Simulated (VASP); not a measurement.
The system is SnO2.

```
CELL_PARAMETERS angstrom
1.58408 0.91457 4.70259
-1.58408 0.91457 4.70259
0.00000 -1.82914 4.70259
ATOMIC_POSITIONS crystal
Sn 0.50000 0.50000 0.50000
O 0.76283 0.76283 0.76283
O 0.23717 0.23717 0.23717
```

Base run:

| Quantity | Value |
| --- | --- |
| Program | VASP 6.6.1 |
| Functional | PBEsol |
| Potentials or basis | VASP PAW PBE potentials, release 64 (Sn_d, O) |
| Cutoff | 520 eV |
| k mesh | 10 × 10 × 10 |
| Occupations | fermi-dirac, width 0.05 eV |
| Spin | no spin polarisation |

Its results: band gap on the k mesh 2.25 eV, indirect (least direct gap 2.44 eV); pressure 5.0 GPa; largest force 0.352 eV/Å.

Problem. The run is repeated on the same cell with these changes: functional from PBEsol to LDA; potentials or basis from VASP PAW PBE potentials, release 64 (Sn_d, O) to VASP PAW LDA potentials, release 64 (Sn_d, O). What comes out?

Solution. Band gap on the k mesh 2.18 eV, indirect (least direct gap 2.37 eV); pressure 0.7 GPa; largest force 0.065 eV/Å.

Caveats: spin-orbit coupling is left out, which moves the levels of the heavy elements; the PAW data sets were made with another functional, which shifts forces and pressure a little (some runs).

A k mesh can miss the band edges.
